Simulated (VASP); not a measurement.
# AlN (P6_3mc) in VASP: further runs, part 2 of 2

VASP 6.6.1.

## Step 3: Single point, r2SCAN (strain +0.080 along x and y, -0.040 along z)

File POSCAR:

```
AlN
1.0
    3.3551985650      0.0000000000      0.0000000000
   -1.6775992825      2.9056871920      0.0000000000
    0.0000000000      0.0000000000      4.7792686516
Al N
2 2
Direct
    0.3333333333      0.6666666667      0.0016929024
    0.6666666667      0.3333333333      0.5016929024
    0.3333333333      0.6666666667      0.3833070976
    0.6666666667      0.3333333333      0.8833070976
```

File INCAR.step1:

```
PREC     = Accurate       # precision mode
ENCUT    = 520            # plane-wave cutoff, eV
ISMEAR   = 0              # smearing method
SIGMA    = 0.05           # smearing width, eV
LREAL    = F              # projectors in reciprocal space
LASPH    = T              # aspherical terms in the spheres
NELM     = 100            # most SCF steps
NBANDS   = 16             # bands
GGA      = PE             # functional
ALGO     = Normal         # electronic algorithm
EDIFF    = 1E-4           # SCF threshold, eV
LWAVE    = T              # write WAVECAR
LCHARG   = F              # write CHGCAR
```

File INCAR.step2:

```
PREC     = Accurate       # precision mode
ENCUT    = 520            # plane-wave cutoff, eV
EDIFF    = 1E-7           # SCF threshold, eV
ISMEAR   = 0              # smearing method
SIGMA    = 0.05           # smearing width, eV
LREAL    = F              # projectors in reciprocal space
LASPH    = T              # aspherical terms in the spheres
NELM     = 100            # most SCF steps
ALGO     = Normal         # electronic algorithm
ISIF     = 2              # what is computed and relaxed
LWAVE    = F              # write WAVECAR
LCHARG   = T              # write CHGCAR
METAGGA  = R2SCAN         # meta-GGA
LMIXTAU  = T            
LELF     = T              # ELF
LVHAR    = T            
NBANDS   = 16             # bands
ISTART   = 1
```

File KPOINTS:

```
regular mesh
0
Gamma
  12 12 6
```

Potentials or basis: VASP PAW PBE potentials, release 64 (Al, N).

Command:

```bash
$ cat potpaw_PBE.64/Al/POTCAR potpaw_PBE.64/N/POTCAR > POTCAR
$ cp INCAR.step1 INCAR
$ mpirun -np 1 vasp_std > vasp.out
$ cp INCAR.step2 INCAR
$ mpirun -np 1 vasp_std > vasp.out
```

OUTCAR:

```text
PREC = Accurate
   ENCUT = 520
   EDIFF = 1E-7
   ISMEAR = 0
   LREAL = F
   LASPH = T
   NELM = 100
   ISIF = 2
   METAGGA = R2SCAN
   ISTART = 1

 ion  position               nearest neighbor table
   1  0.333  0.667  0.002-   3 1.82   4 2.02   4 2.02   4 2.02   2 3.08   2 3.08   2 3.08   2 3.08
                             2 3.08   2 3.08
   2  0.667  0.333  0.502-   4 1.82   3 2.02   3 2.02   3 2.02   1 3.08   1 3.08   1 3.08   1 3.08
                             1 3.08   1 3.08
   3  0.333  0.667  0.383-   1 1.82   2 2.02   2 2.02   2 2.02
   4  0.667  0.333  0.883-   2 1.82   1 2.02   1 2.02   1 2.02

  LATTYP: Found a hexagonal cell.
 ALAT       =     3.3551985650
 C/A-ratio  =     1.4244369026

  Lattice vectors:

 A1 = (   3.3551985650,   0.0000000000,   0.0000000000)
 A2 = (  -1.6775992825,   2.9056871920,   0.0000000000)
 A3 = (   0.0000000000,   0.0000000000,   4.7792686516)

Analysis of symmetry for initial positions (statically):
=====================================================================
 Subroutine PRICEL returns:
 Original cell was already a primitive cell.

 Routine SETGRP: Setting up the symmetry group for a
 hexagonal supercell.

 Subroutine GETGRP returns: Found 12 space group operations
[... 171 lines left out ...]

 E-fermi :   5.3454     XC(G=0): -10.9058

 val. band max:        5.0878459134   @ k =   0.0000   0.0000   0.0000
 cond. band min:       8.7261841228   @ k =   0.0000   0.0000   0.0000
 fundamental gap:      3.6383382094
 Fermi energy:         5.3454343440

 k-point     1 :       0.0000    0.0000    0.0000
  band No.  band energies     occupation
      1     -10.4710      2.00000
      2      -8.2366      2.00000
      3      -0.3731      2.00000
      4       3.6367      2.00000
      5       3.6367      2.00000
      6       4.6370      2.00000
[... 433 lines left out ...]
      3       0.2055      2.00000
      4       1.3039      2.00000
      5       1.9877      2.00000
      6       2.8168      2.00000
[... 8 lines left out ...]
     15      17.6075      0.00000
     16      18.4405      0.00000

 [... further k-points ...]
[... 5 lines left out ...]
  --------------------------------------------------------------------------------------
  -------------------------------------------------------------------------------------
  Total       -8.7825556     -8.7825556      2.4987490      0.0000000     -0.0000000      0.0000000
  in kB     -301.9972320   -301.9972320     85.9220616      0.0000000     -0.0000000      0.0000000
  external PRESSURE =    -172.6908008 kB  Pullay stress =       0.0000000 kB

 VOLUME and BASIS-vectors are now :
 -----------------------------------------------------------------------------
  energy-cutoff  :      520.00
  volume of cell :       46.59
      direct lattice vectors                 reciprocal lattice vectors
     3.355198565  0.000000000  0.000000000     0.298044953  0.172076334  0.000000000
    -1.677599282  2.905687192  0.000000000     0.000000000  0.344152668  0.000000000
     0.000000000  0.000000000  4.779268652     0.000000000  0.000000000  0.209237035

 POSITION                                       TOTAL-FORCE (eV/Angst)
 -----------------------------------------------------------------------------------
     -0.00000      1.93712      0.00809         0.000000     -0.000000     -1.284825
      1.67760      0.96856      2.39773        -0.000000      0.000000     -1.284825
     -0.00000      1.93712      1.83193         0.000000      0.000000      1.284825
      1.67760      0.96856      4.22156         0.000000     -0.000000      1.284825
 -----------------------------------------------------------------------------------
    total drift:                                0.000000      0.000000     -0.021863

  FREE ENERGIE OF THE ION-ELECTRON SYSTEM (eV)
  ---------------------------------------------------
  free  energy   TOTEN  =       -37.6702572905 eV

  energy  without entropy=      -37.6702572905  energy(sigma->0) =      -37.67025729
```

OSZICAR.step1:

```text
N       E                     dE             d eps       ncg     rms          rms(c)
DAV:   1     0.437227230402E+02    0.43723E+02   -0.71702E+03  2432   0.884E+02
DAV:   2    -0.297132934142E+02   -0.73436E+02   -0.67251E+02  3544   0.183E+02
DAV:   3    -0.337022746318E+02   -0.39890E+01   -0.39739E+01  2840   0.439E+01
DAV:   4    -0.337291837279E+02   -0.26909E-01   -0.26907E-01  3032   0.413E+00
DAV:   5    -0.337295551644E+02   -0.37144E-03   -0.37144E-03  2888   0.488E-01    0.117E+01
DAV:   6    -0.291496064911E+02    0.45799E+01   -0.10850E+01  3000   0.234E+01    0.403E+00
DAV:   7    -0.291661619488E+02   -0.16555E-01   -0.58736E-01  2496   0.553E+00    0.282E+00
DAV:   8    -0.291524135827E+02    0.13748E-01   -0.91256E-02  2768   0.267E+00    0.726E-01
DAV:   9    -0.291460970526E+02    0.63165E-02   -0.15096E-02  3104   0.939E-01    0.276E-01
DAV:  10    -0.291468108219E+02   -0.71377E-03   -0.30289E-03  2624   0.357E-01    0.131E-01
DAV:  11    -0.291467319060E+02    0.78916E-04   -0.31539E-04  2544   0.144E-01
   1 F= -.29146732E+02 E0= -.29146732E+02  d E =-.277314E-15
```

Run time: 97 s. Hardware: 1 thread of Intel Xeon 6975P-C (Granite Rapids), shared host; peak memory 0.19 GiB.

What came out:

* Free energy: -37.6703 eV
* Pressure: -17.3 GPa
* Largest force: 1.285 eV/Å
* Band gap on the k mesh: 3.64 eV, direct

Forces on the atoms (eV/Å):
```
Al   0.000  0.000 -1.285
Al   0.000  0.000 -1.285
N    0.000  0.000  1.285
N    0.000  0.000  1.285
```

Stress tensor (GPa, compression positive):
```
-30.20   0.00   0.00
  0.00 -30.20   0.00
  0.00   0.00   8.59
```

Caveat: the cell differs from its parent crystal (strain +0.080 along x and y, -0.040 along z); the PAW data sets were made with another functional, which shifts forces and pressure a little. A k mesh can miss the band edges.

## Step 4: Single point, r2SCAN (strain +0.040 along x and y, +0.040 along z)

File POSCAR:

```
AlN
1.0
    3.2309319515      0.0000000000      0.0000000000
   -1.6154659757      2.7980691479      0.0000000000
    0.0000000000      0.0000000000      5.1775410392
Al N
2 2
Direct
    0.3333333333      0.6666666667      0.0016929024
    0.6666666667      0.3333333333      0.5016929024
    0.3333333333      0.6666666667      0.3833070976
    0.6666666667      0.3333333333      0.8833070976
```

File INCAR.step1:

```
ALGO = Normal
EDIFF = 1E-4
ENCUT = 520
GGA = PE
ISMEAR = 0
LASPH = True
LCHARG = False
LREAL = False
LWAVE = True
NBANDS = 16
NELM = 80
PREC = Accurate
SIGMA = 0.05
```

File INCAR.step2:

```
ALGO = Normal
EDIFF = 1E-7
ENCUT = 520
ISIF = 2
ISMEAR = 0
ISTART = 1
LASPH = True
LCHARG = False
LMIXTAU = True
LREAL = False
LWAVE = False
METAGGA = R2SCAN
NBANDS = 16
NELM = 80
PREC = Accurate
SIGMA = 0.05
```

File KPOINTS:

```
k-points
0
Gamma
  12 12 6
```

Command:

```bash
$ cat potpaw_PBE.64/Al/POTCAR potpaw_PBE.64/N/POTCAR > POTCAR
$ cp INCAR.step1 INCAR
$ mpirun -np 1 vasp_std > vasp.out
$ cp INCAR.step2 INCAR
$ mpirun -np 1 vasp_std > vasp.out
```

It took 74 s on 1 thread of Intel Xeon 6975P-C (Granite Rapids), shared host; peak memory 0.18 GiB.

It converged, with:

| Property | Result |
| --- | --- |
| Free energy | -38.0950 eV |
| Pressure | -20.1 GPa |
| Largest force | 0.041 eV/Å |
| Band gap on the k mesh | 3.86 eV, direct |

Forces in eV/Å, atoms in the order of the input:
```
Al   0.000  0.000  0.041
Al   0.000  0.000  0.041
N    0.000  0.000 -0.041
N    0.000  0.000 -0.041
```

Stress tensor (GPa, compression positive):
```
-20.60   0.00   0.00
  0.00 -20.60   0.00
  0.00   0.00 -19.23
```

Levels at points of the mesh, in eV from the valence-band top:
| k point | band 5 | band 6 | band 7 | band 8 | band 9 | band 10 | band 11 | band 12 |
| --- | --- | --- | --- | --- | --- | --- | --- | --- |
| (0.00, 0.00, 0.00) | -0.83 | -0.20 | -0.20 | 0.00 | 3.86 | 6.49 | 10.63 | 11.16 |
| (0.50, 0.00, 0.00) | -3.12 | -1.98 | -1.61 | -0.67 | 6.12 | 6.15 | 8.00 | 10.36 |
| (0.00, 0.00, 0.50) | -0.52 | -0.52 | -0.52 | -0.52 | 6.21 | 6.21 | 10.32 | 10.32 |
| (0.50, 0.00, 0.50) | -1.39 | -1.39 | -1.29 | -1.29 | 5.56 | 5.56 | 9.37 | 9.37 |

Caveat: the cell differs from its parent crystal (strain +0.040 along x and y, +0.040 along z); the PAW data sets were made with another functional, which shifts forces and pressure a little.

## Step 5: Single point, r2SCAN (strain +0.040 along x and y, +0.080 along z)

Changes to POSCAR since step 4:

```diff
@@ -4,3 +4,3 @@
    -1.6154659757      2.7980691479      0.0000000000
-    0.0000000000      0.0000000000      5.1775410392
+    0.0000000000      0.0000000000      5.3766772330
 Al N
```

File INCAR.step1:

```
PREC = Accurate ; ENCUT = 520
ISMEAR = 0 ; SIGMA = 0.05
LREAL = F ; LASPH = T
NELM = 100 ; NBANDS = 16
GGA = PE ; ALGO = Normal
EDIFF = 1E-4 ; LWAVE = T
LCHARG = F
```

File INCAR.step2:

```
PREC = Accurate ; ENCUT = 520
EDIFF = 1E-6 ; ISMEAR = 0
SIGMA = 0.05 ; LREAL = F
LASPH = T ; NELM = 100
ALGO = Normal ; ISIF = 2
LWAVE = F ; LCHARG = F
METAGGA = R2SCAN ; LMIXTAU = T
NBANDS = 16 ; ISTART = 1
```

File KPOINTS:

```
regular mesh
0
Gamma
  12 12 6
```

Command:

```bash
$ cat potpaw_PBE.64/Al/POTCAR potpaw_PBE.64/N/POTCAR > POTCAR
$ cp INCAR.step1 INCAR
$ mpirun -np 1 vasp_std > vasp.out
$ cp INCAR.step2 INCAR
$ mpirun -np 1 vasp_std > vasp.out
```

It took 55 s on 1 thread of Intel Xeon 6975P-C (Granite Rapids), shared host; peak memory 0.19 GiB.

Results (log left out):

| Quantity | Value |
| --- | --- |
| Free energy | -37.8185 eV |
| Pressure | -24.1 GPa |
| Largest force | 0.120 eV/Å |
| Band gap on the k mesh | 3.59 eV, direct |

Forces in eV/Å, atoms in the order of the input:
```
Al   0.000  0.000  0.120
Al   0.000  0.000  0.120
N    0.000  0.000 -0.120
N    0.000  0.000 -0.120
```

Stress tensor (GPa, compression positive):
```
-21.42   0.00   0.00
  0.00 -21.42   0.00
  0.00   0.00 -29.62
```

Levels at points of the mesh, in eV from the valence-band top:
```tsv
k point	band 6	band 7	band 8	band 9	band 10	band 11
(0.00, 0.00, 0.00)	-0.05	-0.05	0.00	3.59	6.60	10.24
(0.50, 0.00, 0.00)	-1.70	-1.43	-0.59	5.96	6.26	7.73
(0.00, 0.00, 0.50)	-0.32	-0.32	-0.32	6.10	6.10	9.96
(0.50, 0.00, 0.50)	-1.23	-1.19	-1.19	5.42	5.42	9.17
```

Caveat: the cell differs from its parent crystal (strain +0.040 along x and y, +0.080 along z); the PAW data sets were made with another functional, which shifts forces and pressure a little.

## Step 6: Single point, r2SCAN (strain +0.080 along x and y, +0.040 along z)

File POSCAR:

```
AlN
1.0
    3.3551985650      0.0000000000      0.0000000000
   -1.6775992825      2.9056871920      0.0000000000
    0.0000000000      0.0000000000      5.1775410392
Al N
2 2
Direct
    0.3333333333      0.6666666667      0.0016929024
    0.6666666667      0.3333333333      0.5016929024
    0.3333333333      0.6666666667      0.3833070976
    0.6666666667      0.3333333333      0.8833070976
```

File INCAR.step1:

```
PREC = Accurate ; ENCUT = 520
ISMEAR = 0 ; SIGMA = 0.05
LREAL = False ; LASPH = True
NELM = 100 ; NBANDS = 16
GGA = PE ; ALGO = Normal
EDIFF = 1E-4 ; LWAVE = True
LCHARG = False
```

File INCAR.step2:

```
PREC = Accurate ; ENCUT = 520
EDIFF = 1E-6 ; ISMEAR = 0
SIGMA = 0.05 ; LREAL = False
LASPH = True ; NELM = 100
ALGO = Normal ; ISIF = 2
LWAVE = False ; LCHARG = True
METAGGA = R2SCAN ; LMIXTAU = True
LELF = True ; LVHAR = True
NBANDS = 16 ; ISTART = 1
```

File KPOINTS:

```
Automatic mesh
0
Gamma
  12 12 6
```

Potentials or basis: VASP PAW PBE potentials, release 64 (Al, N).

Command:

```bash
$ cat potpaw_PBE.64/Al/POTCAR potpaw_PBE.64/N/POTCAR > POTCAR
$ cp INCAR.step1 INCAR
$ mpirun -np 1 vasp_std > vasp.out
$ cp INCAR.step2 INCAR
$ mpirun -np 1 vasp_std > vasp.out
```

It took 92 s on 1 thread of Intel Xeon 6975P-C (Granite Rapids), shared host; peak memory 0.2 GiB.

Results (log left out):

- Free energy: -37.4844 eV
- Pressure: -28.2 GPa
- Largest force: 0.055 eV/Å
- Band gap on the k mesh: 3.16 eV, direct

Forces on the atoms (eV/Å):
```
Al   0.000  0.000 -0.055
Al   0.000  0.000 -0.055
N    0.000  0.000  0.055
N    0.000  0.000  0.055
```

Stress tensor (GPa, compression positive):
```
-31.87   0.00   0.00
  0.00 -31.87   0.00
  0.00   0.00 -21.00
```

Levels at points of the mesh, in eV from the valence-band top:
```csv
k point,band 5,band 6,band 7,band 8,band 9,band 10,band 11,band 12
"(0.00, 0.00, 0.00)",-0.99,-0.28,-0.28,0.00,3.16,5.47,10.14,10.23
"(0.50, 0.00, 0.00)",-3.05,-2.07,-1.60,-0.68,5.58,6.06,7.32,9.68
"(0.00, 0.00, 0.50)",-0.65,-0.65,-0.65,-0.65,5.38,5.38,9.82,9.82
"(0.50, 0.00, 0.50)",-1.45,-1.45,-1.21,-1.21,5.27,5.27,8.88,8.88
```

Caveat: the cell differs from its parent crystal (strain +0.080 along x and y, +0.040 along z); the PAW data sets were made with another functional, which shifts forces and pressure a little.

## Step 7: Overview

```tsv
cell	gap on the mesh (eV)	pressure (GPa)	largest force (eV/Å)
a = 3.231, b = 3.231, c = 4.779 Å, angles 90.0, 90.0, 120.0°, 4 atoms	4.35	-6.8	1.09
a = 3.355, b = 3.355, c = 4.779 Å, angles 90.0, 90.0, 120.0°, 4 atoms	3.64	-17.3	1.28
a = 3.231, b = 3.231, c = 5.178 Å, angles 90.0, 90.0, 120.0°, 4 atoms	3.86	-20.1	0.04
a = 3.231, b = 3.231, c = 5.377 Å, angles 90.0, 90.0, 120.0°, 4 atoms	3.59	-24.1	0.12
a = 3.355, b = 3.355, c = 5.178 Å, angles 90.0, 90.0, 120.0°, 4 atoms	3.16	-28.2	0.05
```

Alike in all rows: task single point; level r2SCAN; potentials or basis VASP PAW PBE potentials, release 64 (Al, N); no spin polarisation; k mesh 12 × 12 × 6; cutoff (eV) 520; smearing gaussian 0.05 eV.

Caveats: the PAW data sets were made with another functional, which shifts forces and pressure a little.

Absolute energies hang on the potentials; compare differences alone.
